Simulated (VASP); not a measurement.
# ZnS in VASP: further runs

Runs on ZnS. Level: PBE. Tasks: single point.

All numbers are computed with VASP 6.6.1; they aren't measurements. Logs are shortened: lines on timing, memory, paths and dates and some standing lists are left out, and cuts for length are marked.

### Step 1. The cell of the first run

The structure is hexagonal, space group P6_3mc (No. 186). Conventional cell: a = 3.843 Å, b = 3.843 Å, c = 6.300 Å, α = 90.00°, β = 90.00°, γ = 120.00°. Within 3.1 Å of Zn (site symmetry 3m) lie 4 S at 2.36 Å. Within 3.1 Å of S (site symmetry 3m) lie 4 Zn at 2.36 Å.

### Step 2. Single point, PBE

The input, INCAR:

```
SYSTEM = ZnS
PREC = Accurate
ENCUT = 520
EDIFF = 1E-6
ISMEAR = -1
SIGMA = 0.02
LREAL = .False.
LASPH = .True.
NELM = 80
ALGO = Normal
ISIF = 2
LWAVE = .False.
LCHARG = .True.
GGA = PE
LELF = .True.
LVHAR = .True.
NBANDS = 26
```

The input, KPOINTS:

```
Automatic mesh
0
Gamma
  10 10 6
  0 0 0
```

The input, POSCAR:

```
ZnS
1.0
    3.8434800710      0.0000000000      0.0000000000
   -1.9217400354      3.3285513804      0.0000000000
    0.0000000000      0.0000000000      6.2997478413
Zn S
2 2
Direct
    0.3333333300      0.6666666700      0.0001396800
    0.6666666700      0.3333333300      0.5001396800
    0.3333333300      0.6666666700      0.3748603200
    0.6666666700      0.3333333300      0.8748603200
```

Potentials or basis: VASP PAW PBE potentials, release 64 (Zn, S).

The run is started by

```bash
> cat potpaw_PBE.64/Zn/POTCAR potpaw_PBE.64/S/POTCAR > POTCAR
> mpirun -np 1 vasp_std > vasp.out
```

OUTCAR:

```text
SYSTEM = ZnS
   PREC = Accurate
   ENCUT = 520
   EDIFF = 1E-6
   ISMEAR = -1
   LREAL = .False.
   LASPH = .True.
   NELM = 80
   ISIF = 2
   GGA = PE

 ion  position               nearest neighbor table
   1  0.333  0.667  0.000-   4 2.36   4 2.36   4 2.36   3 2.36
   2  0.667  0.333  0.500-   3 2.36   3 2.36   3 2.36   4 2.36
   3  0.333  0.667  0.375-   2 2.36   2 2.36   2 2.36   1 2.36
   4  0.667  0.333  0.875-   1 2.36   1 2.36   1 2.36   2 2.36

  LATTYP: Found a hexagonal cell.
 ALAT       =     3.8434800710
 C/A-ratio  =     1.6390738927

  Lattice vectors:

 A1 = (   3.8434800710,   0.0000000000,   0.0000000000)
 A2 = (  -1.9217400354,   3.3285513804,   0.0000000000)
 A3 = (   0.0000000000,   0.0000000000,   6.2997478413)

Analysis of symmetry for initial positions (statically):
=====================================================================
 Subroutine PRICEL returns:
 Original cell was already a primitive cell.

 Routine SETGRP: Setting up the symmetry group for a
 hexagonal supercell.

 Subroutine GETGRP returns: Found 12 space group operations
 (whereof  6 operations were pure point group operations)
 out of a pool of 24 trial point group operations.

The static configuration has the point symmetry C_3v.
 The point group associated with its full space group is C_6v.

Analysis of symmetry for dynamics (positions and initial velocities):
=====================================================================
 Subroutine PRICEL returns:
 Original cell was already a primitive cell.

 Routine SETGRP: Setting up the symmetry group for a
 hexagonal supercell.

 Subroutine GETGRP returns: Found 12 space group operations
 (whereof  6 operations were pure point group operations)
 out of a pool of 24 trial point group operations.

The dynamic configuration has the point symmetry C_3v.
 The point group associated with its full space group is C_6v.

 Subroutine INISYM returns: Found 12 space group operations
 (whereof  6 operations are pure point group operations),
 and found     1 'primitive' translations

----------------------------------------------------------------------------------------

                                     Primitive cell

  volume of cell :      80.5941

  direct lattice vectors                    reciprocal lattice vectors
     3.843480071  0.000000000  0.000000000     0.260180873  0.150215497  0.000000000
    -1.921740035  3.328551380  0.000000000     0.000000000  0.300430994  0.000000000
     0.000000000  0.000000000  6.299747841     0.000000000  0.000000000  0.158736512

  length of vectors
     3.843480071  3.843480071  6.299747841     0.300430994  0.300430994  0.158736512

  position of ions in fractional coordinates (direct lattice)
     0.333333330  0.666666670  0.000139680
     0.666666670  0.333333330  0.500139680
     0.333333330  0.666666670  0.374860320
     0.666666670  0.333333330  0.874860320

  ion indices of the primitive-cell ions
   primitive index   ion index
                 1           1
                 2           2
                 3           3
                 4           4

----------------------------------------------------------------------------------------

 KPOINTS: Automatic mesh

Automatic generation of k-mesh.
 Grid dimensions read from file:
 generate k-points for:   10   10    6

 Generating k-lattice:

  Cartesian coordinates                     Fractional coordinates (reciprocal lattice)
     0.026018087  0.015021550  0.000000000     0.100000000  0.000000000  0.000000000
     0.000000000  0.030043099  0.000000000     0.000000000  0.100000000  0.000000000
     0.000000000  0.000000000  0.026456085     0.000000000  0.000000000  0.166666667

  Length of vectors
     0.030043099  0.030043099  0.026456085

  Shift w.r.t. Gamma in fractional coordinates (k-lattice)
     0.000000000  0.000000000  0.000000000

 Subroutine IBZKPT returns following result:
 ===========================================

 Found     56 irreducible k-points:

 Following reciprocal coordinates:
            Coordinates               Weight
  0.000000  0.000000  0.000000      1.000000
  0.100000 -0.000000  0.000000      6.000000
  0.200000 -0.000000  0.000000      6.000000
  0.300000  0.000000  0.000000      6.000000
  0.400000 -0.000000  0.000000      6.000000
  0.500000 -0.000000  0.000000      3.000000
[... 16 lines left out ...]
  0.300000  0.100000  0.166667     24.000000
  0.400000  0.100000  0.166667     24.000000
 [... further k-points ...]
   k-points           NKPTS =     56   k-points in BZ     NKDIM =     56   number of bands    NBANDS=     26
   number of dos      NEDOS =    301   number of ions     NIONS =      4
   total plane-waves  NPLWV =  43200
   dimension x,y,z NGX =    30 NGY =   30 NGZ =   48
   dimension x,y,z NGXF=    60 NGYF=   60 NGZF=   96
   ions per type =               2   2
   NGX,Y,Z   is equivalent  to a cutoff of  12.98, 12.98, 12.67 a.u.
   NGXF,Y,Z  is equivalent  to a cutoff of  25.95, 25.95, 25.33 a.u.
 SYSTEM =  ZnS
   PREC   = accura    normal or accurate (medium, high low for compatibility)
   ISTART =      0    job   : 0-new  1-cont  2-samecut
   ICHARG =      2    charge: 1-file 2-atom 10-const
   ISPIN  =      1    spin polarized calculation?
   LNONCOLLINEAR =      F non collinear calculations
   LSORBIT =      F    spin-orbit coupling
   LASPH  =      T    aspherical Exc in radial PAW
   ENCUT  =  520.0 eV  38.22 Ry    6.18 a.u.   7.15  7.15 11.71*2*pi/ulx,y,z
   NELM   =     80;   NELMIN=  2; NELMDL= -5     # of ELM steps
   EDIFF  = 0.1E-05   stopping-criterion for ELM
   LREAL  =      F    real-space projection
   EDIFFG = 0.1E-04   stopping-criterion for IOM
   NSW    =      0    number of steps for IOM
   IBRION =     -1    ionic relax: 0-MD 1-quasi-New 2-CG
   NFREE  =      0    steps in history (QN), initial steepest desc. (CG)
   ISIF   =      2    stress and relaxation
   ISYM   =      2    0-nonsym 1-usesym 2-fastsym
   POTIM  = 0.5000    time-step for ionic-motion
   TEBEG  =    0.0;   TEEND  =   0.0 temperature during run
   PSTRESS=    0.0 pullay stress
   NELECT =      36.0000    total number of electrons
   NUPDOWN=      -1.0000    fix difference up-down
   EMIN   =  10.00;   EMAX   =-10.00  energy-range for DOS
   EFERMI =   0.00;   METHOD = LEGACY
   ISMEAR =    -1;   SIGMA  =   0.02  broadening in eV -4-tet -1-fermi 0-gaus
   EFERMI_NEDOS =   21; number of points for ismear=-14 and -15
   IALGO  =     38    algorithm
   IMIX   =      4    mixing-type and parameters
     AMIX     =   0.40;   BMIX     =  1.00
     AMIX_MAG =   1.60;   BMIX_MAG =  1.00
  volume/ion in A,a.u.               =      20.15       135.97
  Fermi-wavevector in a.u.,A,eV,Ry     =   1.251434  2.364867 21.307911  1.566087
  Thomas-Fermi vector in A             =   2.385382
   LORBIT       =      0    0 simple, 1 ext, 2 COOP (PROOUT), +10 PAW based schemes
   GGA     = PE    functional components
   LHFCALC =     F    Hartree Fock is set to
   AEXX    =    0.0000 exact exchange contribution
   IVDW    =     0    specifies the selected vdW correction
   LEPSILON=     F    determine dielectric tensor
   LRPA    =     F    only Hartree local field effects (RPA)
 non-spin polarized calculation
  energy-cutoff  :      520.00
  volume of cell :       80.59
 maximum number of plane-waves:      2190
 NGX is ok and might be reduce to    30
   NGX = 15   NGY = 15   NGZ = 23

 number of electron      36.0000025 magnetization

 Free energy of the ion-electron system (eV)
  ---------------------------------------------------
  ext. energy  EPLUGINS =         0.00000000
  ---------------------------------------------------
  free energy    TOTEN  =       -13.69360738 eV

  energy without entropy =      -13.69360738  energy(sigma->0) =      -13.69360738

 E-fermi :   2.3720     XC(G=0):  -9.5247

 val. band max:        1.9289176835   @ k =   0.0000   0.0000   0.0000
 cond. band min:       4.0207048662   @ k =   0.0000   0.0000   0.0000
 fundamental gap:      2.0917871827
 Fermi energy:         2.3720438744

 k-point     1 :       0.0000    0.0000    0.0000
  band No.  band energies     occupation
      1     -11.0899      2.00000
      2     -10.1971      2.00000
      3      -4.3313      2.00000
      4      -4.3205      2.00000
      5      -4.3205      2.00000
      6      -4.2424      2.00000
[... 18 lines left out ...]
     25       9.6068      0.00000
     26      11.0707      0.00000

 k-point     2 :       0.1000   -0.0000    0.0000
  band No.  band energies     occupation
      1     -11.0250      2.00000
      2     -10.1608      2.00000
      3      -4.3285      2.00000
      4      -4.3138      2.00000
      5      -4.3076      2.00000
      6      -4.2351      2.00000
[... 18 lines left out ...]
     25       9.9036      0.00000
     26      10.6864      0.00000

 k-point     3 :       0.2000   -0.0000    0.0000
  band No.  band energies     occupation
      1     -10.8433      2.00000
      2     -10.0677      2.00000
      3      -4.3304      2.00000
      4      -4.2855      2.00000
      5      -4.2764      2.00000
      6      -4.2034      2.00000
[... 18 lines left out ...]
     25      10.0614      0.00000
     26      10.6990      0.00000

 k-point     4 :       0.3000    0.0000    0.0000
  band No.  band energies     occupation
      1     -10.5866      2.00000
      2      -9.9624      2.00000
      3      -4.3201      2.00000
      4      -4.2513      2.00000
      5      -4.2448      2.00000
      6      -4.1298      2.00000
[... 18 lines left out ...]
     25      10.5985      0.00000
     26      11.0516      0.00000
[... 496 lines left out ...]
      1     -10.6391      2.00000
      2     -10.0466      2.00000
      3      -4.3173      2.00000
      4      -4.2660      2.00000
      5      -4.2511      2.00000
      6      -4.1827      2.00000
[... 18 lines left out ...]
     25      10.4846      0.00000
     26      10.7519      0.00000

 k-point    23 :       0.3000    0.1000    0.1667
  band No.  band energies     occupation
      1     -10.3871      2.00000
      2      -9.9498      2.00000
      3      -4.2999      2.00000
      4      -4.2362      2.00000
      5      -4.2062      2.00000
      6      -4.1037      2.00000
[... 18 lines left out ...]
     25      10.6157      0.00000
     26      11.3098      0.00000

 k-point    24 :       0.4000    0.1000    0.1667
  band No.  band energies     occupation
      1     -10.1920      2.00000
      2      -9.9163      2.00000
      3      -4.2963      2.00000
      4      -4.2140      2.00000
      5      -4.1452      2.00000
      6      -4.0556      2.00000
[... 18 lines left out ...]
     25      11.1088      0.00000
     26      12.4830      0.00000

 [... further k-points ...]
[... 5 lines left out ...]
  --------------------------------------------------------------------------------------
  -------------------------------------------------------------------------------------
  Total        0.1307739      0.1307739      0.1486924      0.0000000      0.0000000      0.0000000
  in kB        2.5997322      2.5997322      2.9559448      0.0000000      0.0000000      0.0000000
  external PRESSURE =       2.7184697 kB  Pullay stress =       0.0000000 kB

 VOLUME and BASIS-vectors are now :
 -----------------------------------------------------------------------------
  energy-cutoff  :      520.00
  volume of cell :       80.59
      direct lattice vectors                 reciprocal lattice vectors
     3.843480071  0.000000000  0.000000000     0.260180873  0.150215497  0.000000000
    -1.921740035  3.328551380  0.000000000     0.000000000  0.300430994  0.000000000
     0.000000000  0.000000000  6.299747841     0.000000000  0.000000000  0.158736512

 POSITION                                       TOTAL-FORCE (eV/Angst)
 -----------------------------------------------------------------------------------
     -0.00000      2.21903      0.00088        -0.000000      0.000000      0.004612
      1.92174      1.10952      3.15075        -0.000000      0.000000      0.004612
     -0.00000      2.21903      2.36153         0.000000      0.000000     -0.004612
      1.92174      1.10952      5.51140         0.000000      0.000000     -0.004612
 -----------------------------------------------------------------------------------
    total drift:                               -0.000011      0.000006      0.000188

  FREE ENERGIE OF THE ION-ELECTRON SYSTEM (eV)
  ---------------------------------------------------
  free  energy   TOTEN  =       -13.6936073771 eV

  energy  without entropy=      -13.6936073771  energy(sigma->0) =      -13.69360738
```

It took 68 s on 1 thread of Intel Xeon Platinum 8559C (Emerald Rapids), shared host; peak memory 0.25 GiB.

What came out:

| Quantity | Value |
| --- | --- |
| Free energy | -13.6936 eV |
| Pressure | 0.3 GPa |
| Largest force | 0.005 eV/Å |
| Band gap on the k mesh | 2.09 eV, direct |

Forces on the atoms (eV/Å):
```
Zn   0.000  0.000  0.005
Zn   0.000  0.000  0.005
S    0.000  0.000 -0.005
S    0.000  0.000 -0.005
```

Levels at points of the mesh, in eV from the valence-band top:
```
           k point  band 14  band 15  band 16  band 17  band 18  band 19  band 20  band 21  band 22  band 23
(0.00, 0.00, 0.00)    -0.86    -0.86    -0.07     0.00     0.00     2.09     3.05     6.33     6.33     6.59
(0.50, 0.00, 0.00)    -4.02    -3.15    -2.15    -1.61    -0.85     3.68     4.19     5.14     6.93     7.30
(0.00, 0.00, 0.50)    -2.81    -0.45    -0.45    -0.45    -0.45     3.48     3.48     6.77     6.77     6.78
(0.50, 0.00, 0.50)    -4.75    -1.57    -1.57    -1.55    -1.55     3.54     3.54     5.24     5.24     8.78
```

Expect the measured gap to be larger: semilocal functionals such as PBE lack the derivative discontinuity.

### Step 3. Single point, PBE

This run uses another cell than the first one, of 19.56 Å³/atom, 0.971 times its volume.

The input, INCAR:

```
SYSTEM = ZnS
ALGO = Normal ; EDIFF = 1E-7
ENCUT = 520 ; GGA = PE
ISIF = 2 ; ISMEAR = -1
LASPH = .TRUE. ; LCHARG = .TRUE.
LELF = .TRUE. ; LREAL = .FALSE.
LVHAR = .TRUE. ; LWAVE = .FALSE.
NBANDS = 26 ; NELM = 100
PREC = Accurate ; SIGMA = 0.02
```

The input, KPOINTS:

```
k-points
0
G
  10 10 6
  0 0 0
```

The input, POSCAR:

```
ZnS
1.0
    3.8057964671      0.0000000000      0.0000000000
   -1.9028982335      3.2959164221      0.0000000000
    0.0000000000      0.0000000000      6.2379816300
Zn S
2 2
Direct
    0.3333333300      0.6666666700      0.0161705063
    0.6666666700      0.3333333300      0.5001396800
    0.3333333300      0.6666666700      0.3748603200
    0.6666666700      0.3333333300      0.8748603200
```

Potentials or basis: VASP PAW PBE potentials, release 64 (Zn, S).

The run is started by

```bash
> cat potpaw_PBE.64/Zn/POTCAR potpaw_PBE.64/S/POTCAR > POTCAR
> mpirun -np 1 vasp_std > vasp.out
```

OUTCAR:

```text
SYSTEM = ZnS
   EDIFF = 1E-7
   ENCUT = 520
   GGA = PE
   ISIF = 2
   ISMEAR = -1
   LASPH = .TRUE.
   LREAL = .FALSE.
   NELM = 100
   PREC = Accurate

 ion  position               nearest neighbor table
   1  0.333  0.667  0.016-   3 2.24   4 2.37   4 2.37   4 2.37
   2  0.667  0.333  0.500-   3 2.33   3 2.33   3 2.33   4 2.34
   3  0.333  0.667  0.375-   1 2.24   2 2.33   2 2.33   2 2.33
   4  0.667  0.333  0.875-   2 2.34   1 2.37   1 2.37   1 2.37

  LATTYP: Found a hexagonal cell.
 ALAT       =     3.8057964671
 C/A-ratio  =     1.6390738927

  Lattice vectors:

 A1 = (   3.8057964671,   0.0000000000,   0.0000000000)
 A2 = (  -1.9028982335,   3.2959164221,   0.0000000000)
 A3 = (   0.0000000000,   0.0000000000,   6.2379816300)

Analysis of symmetry for initial positions (statically):
=====================================================================
 Subroutine PRICEL returns:
 Original cell was already a primitive cell.

 Routine SETGRP: Setting up the symmetry group for a
 hexagonal supercell.

 Subroutine GETGRP returns: Found  6 space group operations
 (whereof  6 operations were pure point group operations)
 out of a pool of 24 trial point group operations.
[... 161 lines left out ...]
  ---------------------------------------------------
  free energy    TOTEN  =       -13.63028294 eV

  energy without entropy =      -13.63028294  energy(sigma->0) =      -13.63028294

 E-fermi :   2.6642     XC(G=0):  -9.6649

 val. band max:        2.2499084654   @ k =   0.0000   0.0000   0.0000
 cond. band min:       4.4070055108   @ k =   0.0000   0.0000   0.0000
 fundamental gap:      2.1570970454
 Fermi energy:         2.6641823541

 k-point     1 :       0.0000    0.0000    0.0000
  band No.  band energies     occupation
      1     -11.0768      2.00000
      2     -10.0080      2.00000
      3      -4.2501      2.00000
      4      -4.2314      2.00000
      5      -4.2314      2.00000
      6      -3.9793      2.00000
[... 685 lines left out ...]
     25      11.8353      0.00000
     26      13.4232      0.00000

 [... further k-points ...]
[... 5 lines left out ...]
  --------------------------------------------------------------------------------------
  -------------------------------------------------------------------------------------
  Total        0.8610553      0.8610553      2.1508197      0.0000000      0.0000000      0.0000000
  in kB       17.6309536     17.6309536     44.0401465      0.0000000      0.0000000      0.0000000
  external PRESSURE =      26.4340179 kB  Pullay stress =       0.0000000 kB

 VOLUME and BASIS-vectors are now :
 -----------------------------------------------------------------------------
  energy-cutoff  :      520.00
  volume of cell :       78.25
      direct lattice vectors                 reciprocal lattice vectors
     3.805796467  0.000000000  0.000000000     0.262757089  0.151702876  0.000000000
    -1.902898233  3.295916422  0.000000000     0.000000000  0.303405752  0.000000000
     0.000000000  0.000000000  6.237981630     0.000000000  0.000000000  0.160308263

 POSITION                                       TOTAL-FORCE (eV/Angst)
 -----------------------------------------------------------------------------------
     -0.00000      2.19728      0.10087        -0.000000     -0.000000     -0.928521
      1.90290      1.09864      3.11986        -0.000000      0.000000      0.203658
     -0.00000      2.19728      2.33837        -0.000000      0.000000      0.544077
      1.90290      1.09864      5.45736         0.000000      0.000000      0.180786
 -----------------------------------------------------------------------------------
    total drift:                               -0.000001      0.000000     -0.000251

  FREE ENERGIE OF THE ION-ELECTRON SYSTEM (eV)
  ---------------------------------------------------
  free  energy   TOTEN  =       -13.6302829430 eV

  energy  without entropy=      -13.6302829430  energy(sigma->0) =      -13.63028294
```

Wall time 77 s (1 thread of Intel Xeon Platinum 8559C (Emerald Rapids), shared host); peak memory 0.26 GiB.

What came out:

- Free energy: -13.6303 eV
- Pressure: 2.6 GPa
- Largest force: 0.929 eV/Å
- Band gap on the k mesh: 2.16 eV, direct

Forces on the atoms (eV/Å):
```
Zn   0.000  0.000 -0.929
Zn   0.000  0.000  0.204
S    0.000  0.000  0.544
S    0.000  0.000  0.181
```

A k mesh can miss the band edges. Expect the measured gap to be larger: semilocal functionals such as PBE lack the derivative discontinuity.
